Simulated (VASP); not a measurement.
# AlNi (zincblende type) (F-43m) in VASP: notebook, part 2 of 2

VASP 6.6.1.

## (4) Relaxation of cell and atoms, PBE, target pressure 23 GPa, at which the enthalpy is minimised

This run uses another cell than the first one, of 14.11 Å³/atom, 0.917 times its volume.

INCAR reads:

```
SYSTEM = AlNi
ALGO = Normal
EDIFF = 1E-6
EDIFFG = -0.005
ENCUT = 600
GGA = PE
IBRION = 2
ISIF = 3
ISMEAR = -1
LASPH = .TRUE.
LCHARG = .FALSE.
LREAL = .FALSE.
LWAVE = .FALSE.
NELM = 60
NSW = 60
PREC = Accurate
PSTRESS = 230.0
SIGMA = 0.05
```

KPOINTS reads:

```
k-points
0
G
  13 13 13
  0 0 0
```

POSCAR reads:

```
AlNi
1.0
    0.0000000000      2.4163987545      2.4163987545
    2.4163987545      0.0000000000      2.4163987545
    2.4163987545      2.4163987545      0.0000000000
Ni Al
1 1
Direct
    0.0000000000      0.0000000000      0.0000000000
    0.2500000000      0.2500000000      0.2500000000
```

Potentials or basis: VASP PAW PBE potentials, release 64 (Ni, Al).

Launch:

```sh
> cat potpaw_PBE.64/Ni/POTCAR potpaw_PBE.64/Al/POTCAR > POTCAR
> mpirun -np 1 vasp_std > vasp.out
```

OUTCAR:

```text
SYSTEM = AlNi
   EDIFF = 1E-6
   EDIFFG = -0.005
   ENCUT = 600
   GGA = PE
   IBRION = 2
   ISIF = 3
   ISMEAR = -1
   LASPH = .TRUE.
   LREAL = .FALSE.
   NELM = 60
   NSW = 60
   PREC = Accurate
   PSTRESS = 230.0

 ion  position               nearest neighbor table
   1  0.000  0.000  0.000-   2 2.09   2 2.09   2 2.09   2 2.09
   2  0.250  0.250  0.250-   1 2.09   1 2.09   1 2.09   1 2.09

  LATTYP: Found a face centered cubic cell.
 ALAT       =     4.8327975090

  Lattice vectors:

 A1 = (   0.0000000000,   2.4163987545,   2.4163987545)
 A2 = (   2.4163987545,   0.0000000000,   2.4163987545)
 A3 = (   2.4163987545,   2.4163987545,   0.0000000000)

Analysis of symmetry for initial positions (statically):
=====================================================================
 Subroutine PRICEL returns:
 Original cell was already a primitive cell.

 Routine SETGRP: Setting up the symmetry group for a
 face centered cubic supercell.

 Subroutine GETGRP returns: Found 24 space group operations
 (whereof 24 operations were pure point group operations)
 out of a pool of 48 trial point group operations.

The static configuration has the point symmetry T_d .

Analysis of symmetry for dynamics (positions and initial velocities):
=====================================================================
 Subroutine PRICEL returns:
 Original cell was already a primitive cell.

 Routine SETGRP: Setting up the symmetry group for a
 face centered cubic supercell.

 Subroutine GETGRP returns: Found 24 space group operations
 (whereof 24 operations were pure point group operations)
 out of a pool of 48 trial point group operations.

The dynamic configuration has the point symmetry T_d .

 Subroutine INISYM returns: Found 24 space group operations
 (whereof 24 operations are pure point group operations),
 and found     1 'primitive' translations

[... 122 lines left out ...]
   IVDW    =     0    specifies the selected vdW correction
   LEPSILON=     F    determine dielectric tensor
   LRPA    =     F    only Hartree local field effects (RPA)
 conjugate gradient relaxation of ions
 non-spin polarized calculation
  energy-cutoff  :      600.00
  volume of cell :       28.22
 maximum number of plane-waves:       954
   NGX = 13   NGY = 13   NGZ = 13

--------------------------------------- Ionic step        1  -------------------------------------------

 number of electron      12.9999993 magnetization

 Free energy of the ion-electron system (eV)
  ---------------------------------------------------
  ext. energy  EPLUGINS =         0.00000000
  ---------------------------------------------------
  free energy    TOTEN  =        -7.34369444 eV

  energy without entropy =       -7.33984898  energy(sigma->0) =       -7.34177171

------------------------ aborting loop because EDIFF is reached ----------------------------------------

  FORCE on cell =-STRESS in cart. coord.  units (eV):
  Direction    XX          YY          ZZ          XY          YZ          ZX
  --------------------------------------------------------------------------------------
  -------------------------------------------------------------------------------------
  Total        6.7062380      6.7062380      6.7062380      0.0000000      0.0000000     -0.0000000
  in kB      380.7621232    380.7621232    380.7621232      0.0000000      0.0000000     -0.0000000
  external PRESSURE =     150.7621232 kB  Pullay stress =     230.0000000 kB
[... 101 lines left out ...]
--------------------------------------- Ionic step        4  -------------------------------------------

 number of electron      13.0000007 magnetization

 Free energy of the ion-electron system (eV)
  ---------------------------------------------------
  ext. energy  EPLUGINS =         0.00000000
  ---------------------------------------------------
  free energy    TOTEN  =        -7.82154413 eV

  energy without entropy =       -7.81758812  energy(sigma->0) =       -7.81956612

 E-fermi :   6.5173     XC(G=0): -10.6085

 val. band max:        6.4676056525   @ k =  -0.4615   0.3846   0.0769
 cond. band min:       6.5558784372   @ k =   0.3846   0.0769   0.0000
 fundamental gap:      0.0882727847
 Fermi energy:         6.5172924763

 k-point     1 :       0.0000    0.0000    0.0000
  band No.  band energies     occupation
      1      -2.3809      2.00000
      2       4.0259      2.00000
      3       4.0259      2.00000
      4       4.0259      2.00000
      5       4.7364      2.00000
      6       4.7364      2.00000
      7      14.3755      0.00000
      8      14.3755      0.00000
      9      14.3755      0.00000
     10      15.6515      0.00000
[... 287 lines left out ...]
 k-point    24 :       0.4615    0.1538    0.0000
  band No.  band energies     occupation
      1       0.7039      2.00000
      2       3.2596      2.00000
      3       4.0680      2.00000
      4       4.2647      2.00000
      5       4.8813      2.00000
      6       4.9277      2.00000
      7       5.9089      1.99999
      8      10.6108      0.00000
      9      10.9175      0.00000
     10      14.1653      0.00000

 [... further k-points ...]
[... 5 lines left out ...]
  --------------------------------------------------------------------------------------
  -------------------------------------------------------------------------------------
  Total        4.4232030      4.4232030      4.4232030     -0.0000000     -0.0000000     -0.0000000
  in kB      230.3537665    230.3537665    230.3537665     -0.0000000     -0.0000000     -0.0000000
  external PRESSURE =       0.3537665 kB  Pullay stress =     230.0000000 kB
[... 21 lines left out ...]
  energy  without entropy=       -7.8175881206  energy(sigma->0) =       -7.81956612

  enthalpy is  TOTEN    =        -3.4051340299 eV   P V=        4.4164100973

 reached required accuracy - stopping structural energy minimisation
```

Run time: 35 s. Hardware: 1 thread of Intel Xeon 6975P-C (Granite Rapids), shared host; peak memory 0.18 GiB.

Results:

```
Free energy                                            : -7.8215 eV
Relaxed volume                                         : 15.38 Å³/atom
Relaxed cell                                           : a = 3.517 Å, b = 3.517 Å, c = 3.517 Å, α = 60.00°, β = 60.00°, γ = 60.00°
Space group after relaxing (to 0.05 Å)                 : F-43m (No. 216)
Energy change on relaxing (the enthalpy is what falls) : -238.9 meV/atom
Ionic steps                                            : 4
Pressure after relaxing                                : 23.0 GPa
```

The path:
| step | energy change (eV) | largest force (eV/Å) | pressure (GPa) | volume (Å³) |
| --- | --- | --- | --- | --- |
| 1 | 0.0000 | 0.0000 | 38.08 | 28.22 |
| 2 | -0.8040 | 0.0000 | 10.27 | 34.00 |
| 3 | -0.4855 | 0.0000 | 22.76 | 30.82 |
| 4 | -0.4778 | 0.0000 | 23.04 | 30.76 |

Final structure:
```cif
data_structure
_symmetry_space_group_name_H-M 'P 1'
_symmetry_Int_Tables_number 1
_cell_length_a 3.5171
_cell_length_b 3.5171
_cell_length_c 3.5171
_cell_angle_alpha 60.000
_cell_angle_beta 60.000
_cell_angle_gamma 60.000
_cell_volume 30.76
loop_
_atom_site_label
_atom_site_type_symbol
_atom_site_fract_x
_atom_site_fract_y
_atom_site_fract_z
_atom_site_occupancy
Ni1 Ni 0.00000 0.00000 0.00000 1
Al1 Al 0.25000 0.25000 0.25000 1
```

Levels at points of the mesh, in eV from the Fermi level:
| k point | band 3 | band 4 | band 5 | band 6 | band 7 | band 8 | band 9 | band 10 |
| --- | --- | --- | --- | --- | --- | --- | --- | --- |
| (0.00, 0.00, 0.00) | -2.49 | -2.49 | -1.78 | -1.78 | 7.86 | 7.86 | 7.86 | 9.13 |

Caveat: the cell is relaxed towards a set pressure, so the enthalpy falls and the energy may rise. Spin polarisation is off, so any magnetic state and its effect on volume and gap are missing.

## (5) Overview

```csv
task,cell,cutoff (eV),gap on the mesh (eV),pressure (GPa)
single point,"a = 3.518 Å, angles 60.0°, 2 atoms",520,none,22.9
single point,"a = 3.517 Å, angles 60.0°, 2 atoms",520,none,23.0
relaxation of cell and atoms,"relaxed to 23 GPa from a = 3.417 Å, angles 60.0°, 2 atoms",600,none,23.0
```

Alike in all rows: level PBE; potentials or basis VASP PAW PBE potentials, release 64 (Ni, Al); no spin polarisation; k mesh 13 × 13 × 13; smearing fermi-dirac 0.05 eV.

Caveats: the cell is relaxed towards a set pressure, so the enthalpy falls and the energy may rise (some runs).

Total energies depend on the potentials used, so only differences within one code and one set of settings carry meaning.
